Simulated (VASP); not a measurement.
Here is a VASP 6.6.1 calculation.

File INCAR:

```
SYSTEM = Si8C6N
PREC     = Accurate       ! precision mode
ENCUT    = 520            ! plane-wave cutoff, eV
EDIFF    = 1E-6           ! SCF threshold, eV
ISMEAR   = 0              ! smearing method
SIGMA    = 0.02           ! smearing width, eV
LREAL    = Auto         
LASPH    = .TRUE.         ! aspherical terms in the spheres
NELM     = 60             ! most SCF steps
ALGO     = Normal         ! electronic algorithm
ISIF     = 2              ! what is computed and relaxed
LWAVE    = .FALSE.        ! write WAVECAR
LCHARG   = .FALSE.        ! write CHGCAR
GGA      = PS             ! functional
IBRION   = 2              ! ionic algorithm
NSW      = 80             ! ionic steps
EDIFFG   = -0.03          ! ionic threshold
NELECT   = 60.0
```

KPOINTS

```
Automatic mesh
0
G
  2 3 3
  0 0 0
```

File POSCAR:

```
Si8C6N
1.0
   -3.0760000000     -5.3277880000      0.0000000000
    4.6140000000     -2.6638940000      0.0000000000
    0.0000000000      0.0000000000      5.0480000000
Si C N
8 6 1
Direct
    0.5007923000      0.3237030000      0.0034939000
    0.4975702000      0.6587823000      0.5027243000
    0.2519351000      0.8340197000     -0.0039410000
    0.2558007000      0.1545644000      0.5007584000
    0.0005805000      0.3347135000      0.0039850000
   -0.0067009000      0.6701997000      0.4991133000
    0.7498651000      0.8227897000     -0.0009528000
    0.7537231000      0.1559008000      0.5036019000
    0.4962611000      0.3354664000      0.3889839000
    0.5017814000      0.6763604000      0.8969336000
    0.2508430000      0.1651427000      0.8859012000
    0.0032493000      0.3417656000      0.3831928000
    0.0016571000      0.6635973000      0.8909770000
    0.7512016000      0.1706285000      0.8748377000
    0.2520207000      0.8400734000      0.3830489000
```

Potentials or basis: VASP PAW PBE potentials, release 64 (Si, C, N).

Run with:

```sh
$ cat potpaw_PBE.64/Si/POTCAR potpaw_PBE.64/C/POTCAR potpaw_PBE.64/N/POTCAR > POTCAR
$ mpirun -np 1 vasp_std > vasp.out
```

(1) What does it give for the energy gained by relaxing?

## Answers

(1) 39.4 meV/atom.

Caveat: the k points lie up to 0.51 Å⁻¹ apart; the cell carries a net charge on a neutralising background, which shifts energy and pressure.
